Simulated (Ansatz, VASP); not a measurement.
Li6GeBr2 in VASP and in Ansatz

```xyz
9
Lattice="4.3129 0.0000 0.0000 0.0000 4.3129 0.0000 0.0000 0.0000 11.3629" Properties=species:S:1:pos:R:3 pbc="T T T"
Li    2.1564    2.1564    5.6815
Li    0.0000    2.1564    1.5761
Li    2.1564    0.0000    1.5761
Li    0.0000    2.1564    9.7869
Li    2.1564    0.0000    9.7869
Li    0.0000    0.0000    5.6815
Ge    2.1564    2.1564    0.0000
Br    0.0000    0.0000    3.1852
Br    0.0000    0.0000    8.1777
```

Alike in both runs: functional PBE; k mesh 4 × 4 × 2; occupations gaussian, width 0.1 eV; no spin polarisation.

Ansatz relaxed the structure, and its values are those at the end. VASP's run is a single point on that final structure, the one shown.

|  | VASP | Ansatz |
| --- | --- | --- |
| version | VASP 6.6.1 | Ansatz 0.2.0 |
| potentials or method | VASP PAW PBE potentials, release 64 (Li_sv, Ge_d, Br), cutoff 520 eV | scalar-relativistic, plane waves, PAW |
| valence electrons in the cell | 46 | 46 |

|  | VASP | Ansatz | Ansatz less VASP |
| --- | --- | --- | --- |
| gap on the k mesh at the Fermi level (eV) | none | none | - |
| rms of the force components (eV/Å) | 0.006 | 0.005 | -0.0010 |

A gap of «none» marks a metal or a gap that the smearing closes. With one functional, cell and mesh, what is left measures potentials, basis and numerics.

The k mesh is coarse, so the values compare programs but aren't converged. Noted on VASP's run: the cutoff is short for stress, so the pressure is rough.
